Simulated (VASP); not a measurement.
A run of VASP 6.6.1:

INCAR

```
PREC     = Accurate       # precision mode
ENCUT    = 520            # plane-wave cutoff, eV
EDIFF    = 1E-7           # SCF threshold, eV
ISMEAR   = 0              # smearing method
SIGMA    = 0.1            # smearing width, eV
LREAL    = F              # projectors in reciprocal space
LASPH    = T              # aspherical terms in the spheres
NELM     = 60             # most SCF steps
ALGO     = Normal         # electronic algorithm
ISIF     = 2              # what is computed and relaxed
LWAVE    = F              # write WAVECAR
LCHARG   = F              # write CHGCAR
GGA      = PE             # functional
NBANDS   = 31             # bands
```

Contents of KPOINTS:

```
regular mesh
0
Gamma
  12 12 4
```

Contents of POSCAR:

```
AlGa2As3
1.0
    4.7862349845      0.0000000000      0.0000000000
   -2.3931174922      4.1450010850      0.0000000000
    0.0000000000      0.0000000000      9.6310959301
Al Ga As
1 2 3
Direct
    0.3333333333      0.6666666667      0.0000000000
    0.6666666667      0.3333333333      0.0000000000
    0.0000000000      0.0000000000      0.0000000000
    0.6666666667      0.3333333333      0.2610306805
    0.6666666667      0.3333333333      0.7389693195
    0.6666666667      0.3333333333      0.5000000000
```

Potentials or basis: VASP PAW PBE potentials, release 64 (Al, Ga_d, As).

Command:

```sh
$ cat potpaw_PBE.64/Al/POTCAR potpaw_PBE.64/Ga_d/POTCAR potpaw_PBE.64/As/POTCAR > POTCAR
$ mpirun -np 1 vasp_std > vasp.out
```

Hardware: 1 thread of Intel(R) Xeon(R) Platinum 8488C (Sapphire Rapids), on a shared host.

Problem. How long does it take, and how much memory?

Solution. It took 4 min on 1 thread of Intel(R) Xeon(R) Platinum 8488C (Sapphire Rapids), on a shared host, peak memory 0.47 GiB. Counts: scf iterations 16, k points 57.
